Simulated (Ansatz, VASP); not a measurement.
One calculation of ZrC, two programs

```
CELL_PARAMETERS angstrom
0.00000 2.35021 2.53823
2.35021 0.00000 2.53823
2.35021 2.35021 0.00000
ATOMIC_POSITIONS crystal
Zr 0.50000 0.50000 0.50000
C 0.00000 0.00000 0.00000
```

Change from the starting cell: strain +0.000 along x and y, +0.080 along z, atoms carried along.

Alike in both runs: task single point; functional PBE; k mesh 18 × 18 × 18; occupations gaussian, width 0.15 eV; no spin polarisation.

|  | VASP | Ansatz |
| --- | --- | --- |
| version | VASP 6.6.1 | Ansatz 0.2.0 |
| potentials or method | VASP PAW PBE potentials, release 64 (Zr_sv, C), cutoff 520 eV | scalar-relativistic, plane waves, PAW |
| valence electrons in the cell | 16 | 16 |

|  | VASP | Ansatz | Ansatz less VASP |
| --- | --- | --- | --- |
| gap on the k mesh at the Fermi level (eV) | none | none | - |
| pressure (GPa) | -11.4 | -11.6 | -0.20 |
| traceless stress, the component that is largest in VASP (GPa) | -11.56 | -11.45 | +0.107 |

A gap of «none» marks a metal or a gap that the smearing closes. With one functional, cell and mesh, what is left measures potentials, basis and numerics.
